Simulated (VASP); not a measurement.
Set up this calculation in VASP 6.6.1, as the native input.

* Task: single point
* Functional: PBE
* Potentials or basis: VASP PAW PBE potentials, release 64 (Cd, Te, Pb_d)
* Cutoff: 520 eV
* k mesh: 6 × 6 × 4
* Occupations: gaussian, width 0.2 eV
* Spin: no spin polarisation
* Dipole correction: no
* Further INCAR settings: ALGO = Fast; EDIFF = 1e-07; NBANDS = 42

The structure of CdTe2Pb3 lies in POSCAR:

```
CdTe2Pb3
1.0
    4.5878678473      0.0064175493      0.2619845394
   -0.0006098549      4.5651457846      0.2731800865
    0.5339266206      0.5595074403      9.6800374209
Cd Te Pb
1 2 3
Direct
    0.3428617303      0.6821472006      0.0025942090
    0.6100645079     -0.0554761774      0.3346250226
    1.0426730230      0.3711626723      0.6661770031
   -0.1573483121      0.1814651204     -0.0013862504
    0.5563242745     -0.1196017736      0.6720716507
    0.1054247765      0.4403029580      0.3259183651
```

One way to write it, as run:

INCAR

```
PREC = Accurate
ENCUT = 520
EDIFF = 1E-7
ISMEAR = 0
SIGMA = 0.2
LREAL = False
LASPH = True
NELM = 60
ALGO = Fast
ISIF = 2
LWAVE = False
LCHARG = True
GGA = PE
LELF = True
LVHAR = True
NBANDS = 42
```

KPOINTS

```
Automatic mesh
0
Gamma
  6 6 4
```

Potentials or basis: VASP PAW PBE potentials, release 64 (Cd, Te, Pb_d).

The run is started by

```bash
$ cat potpaw_PBE.64/Cd/POTCAR potpaw_PBE.64/Te/POTCAR potpaw_PBE.64/Pb_d/POTCAR > POTCAR
$ mpirun -np 1 vasp_std > vasp.out
```

Results of the run:

```
Pressure               : 0.0 GPa
Largest force          : 0.010 eV/Å
Band gap on the k mesh : zero (bands 33 and 34 overlap by 2.33 eV)
```

Caveat: spin-orbit coupling is left out, which moves the levels of the heavy elements.

Run time: 22 min on 1 thread of Intel Xeon 8259CL (shared host), peak memory 0.7 GiB.
